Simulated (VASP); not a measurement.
Set up this calculation in VASP 6.6.1, as the native input.

```yaml
Task: single point
Functional: PBE
Potentials_or_basis: VASP PAW PBE potentials, release 64 (Pb_d, S)
Cutoff: 520 eV
k_mesh: 8 × 8 × 7
Occupations: gaussian, width 0.03 eV
Spin: no spin polarisation
Dipole_correction: no
Further_INCAR_settings: ALGO = Normal; EDIFF = 1e-06; NBANDS = 17
```

The structure of PbS lies in POSCAR:

```
PbS
1.0
    4.0896976867      0.0000000000      0.0000000000
   -2.0448488433      3.5417820905      0.0000000000
    0.0000000000      0.0000000000      3.7881670000
Pb S
1 1
Direct
    0.0000000000      0.0000000000      0.0000000000
    0.6666666667      0.3333333333      0.5000000000
```

These files were run (other wordings do the same):

INCAR

```
SYSTEM = PbS
PREC = Accurate ; ENCUT = 520
EDIFF = 1E-6 ; ISMEAR = 0
SIGMA = 0.03 ; LREAL = .False.
LASPH = .True. ; NELM = 60
ALGO = Normal ; ISIF = 2
LWAVE = .False. ; LCHARG = .True.
GGA = PE ; LELF = .True.
LVHAR = .True. ; NBANDS = 17
```

KPOINTS

```
Automatic mesh
0
Gamma
  8 8 7
  0 0 0
```

Potentials or basis: VASP PAW PBE potentials, release 64 (Pb_d, S).

Run with:

```sh
$ cat potpaw_PBE.64/Pb_d/POTCAR potpaw_PBE.64/S/POTCAR > POTCAR
$ mpirun -np 1 vasp_std > vasp.out
```

It gave:

```yaml
Pressure: 0.0 GPa
Band_gap_on_the_k_mesh: 0.21 eV, indirect (least direct gap 1.65 eV)
```

Caveat: spin-orbit coupling is left out, which moves the levels of the heavy elements.

Wall time 22 s on 1 thread of AMD EPYC 9R14 (Zen 4) (shared host), peak memory 0.15 GiB.
